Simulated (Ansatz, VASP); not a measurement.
MgSc: VASP beside Ansatz

```xyz
2
Lattice="3.5965 0.0000 0.0000 0.0000 3.5965 0.0000 0.0000 0.0000 3.5965" Properties=species:S:1:pos:R:3 pbc="T T T"
Mg    0.0000    0.0000    0.0000
Sc    1.7982    1.7982    1.7982
```

Alike in both runs: task single point; functional LDA; k mesh 6 × 6 × 6; no spin polarisation.

|  | VASP | Ansatz |
| --- | --- | --- |
| version | VASP 6.6.1 | Ansatz 0.2.0 |
| potentials or method | VASP PAW LDA potentials, release 64 (Mg, Sc_sv), cutoff 520 eV | plane waves, PAW |
| occupations | methfessel-paxton of order 1, width 0.05 eV | cold, width 0.05 eV |
| valence electrons in the cell | 13 | 21 |

VASP gave:

* pressure (GPa): -3.6

**Question.** Which values does Ansatz return?

**Answer.** Pressure (GPa): -3.5.

LDA's correlation is that of Perdew and Zunger in VASP and of Perdew and Wang (1992) in Ansatz. VASP's potentials hold 13 valence electrons a cell and Ansatz's 21, so a difference there can come from the potentials and not from the codes.
